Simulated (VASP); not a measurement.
Here is a VASP 6.6.1 calculation.

Contents of INCAR:

```
SYSTEM = BN
PREC = Accurate
ENCUT = 520
EDIFF = 1E-6
ISMEAR = 0
SIGMA = 0.05
LREAL = .FALSE.
LASPH = .TRUE.
NELM = 80
ALGO = Normal
ISIF = 2
LWAVE = .FALSE.
LCHARG = .FALSE.
GGA = PS
NBANDS = 16
```

The input KPOINTS:

```
regular mesh
0
G
  12 12 4
  0 0 0
```

Contents of POSCAR:

```
BN
1.0
    2.6461925225      0.0000000000      0.0000000000
   -1.3230962613      2.2916699477      0.0000000000
    0.0000000000      0.0000000000      6.7504371248
B N
2 2
Direct
    0.3333333333      0.6666666667      0.2500000000
    0.6666666667      0.3333333333      0.7500000000
    0.3333333333      0.6666666667      0.7500000000
    0.6666666667      0.3333333333      0.2500000000
```

Potentials or basis: VASP PAW PBE potentials, release 64 (B, N).

Run with:

```sh
$ cat potpaw_PBE.64/B/POTCAR potpaw_PBE.64/N/POTCAR > POTCAR
$ mpirun -np 1 vasp_std > vasp.out
```

Question: Predict the band gap on the k mesh.

Answer: 3.89 eV, indirect (least direct gap 4.17 eV).

Question: Estimate the pressure.

Answer: -30.3 GPa.

Stress tensor (GPa, compression positive):
```
-45.58   0.00   0.00
  0.00 -45.58   0.00
  0.00   0.00   0.13
```

Caveat: the PAW data sets were made with another functional, which shifts forces and pressure a little; this functional lacks dispersion, which binds the layers, so the pressure and a relaxed spacing across them are unreliable. A k mesh can miss the band edges.
